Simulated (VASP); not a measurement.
Input of a VASP 6.6.1 run:

INCAR

```
SYSTEM = Be
PREC = Accurate
ENCUT = 520
EDIFF = 1E-6
ISMEAR = 0
SIGMA = 0.1
LREAL = .False.
LASPH = .True.
NELM = 60
ALGO = Normal
ISIF = 2
LWAVE = .False.
LCHARG = .False.
GGA = PE
NBANDS = 12
```

Contents of KPOINTS:

```
Automatic mesh
0
Gamma
  12 12 18
  0 0 0
```

POSCAR

```
Be
1.0
    4.0212681255      0.0000000000      0.0000000000
    0.0000000000      4.0212681255      0.0000000000
    0.0000000000      0.0000000000      2.2430685600
Be
4
Direct
    0.3162802147      0.3162802147      0.0000000000
    0.6837197853      0.6837197853      0.0000000000
    0.1837197853      0.8162802147      0.5000000000
    0.8162802147      0.1837197853      0.5000000000
```

Potentials or basis: VASP PAW PBE potentials, release 64 (Be).

Launch:

```bash
$ cat potpaw_PBE.64/Be/POTCAR > POTCAR
$ mpirun -np 1 vasp_std > vasp.out
```

(1) What does it give for the pressure?

(2) Predict the band gap on the k mesh.

(3) Estimate the largest force.

Results:

(1) -10.1 GPa.

(2) zero (bands 4 and 5 overlap by 3.01 eV).

(3) 0.599 eV/Å.

Caveat: the cell differs from its parent crystal (strained); the cell stands under tension.
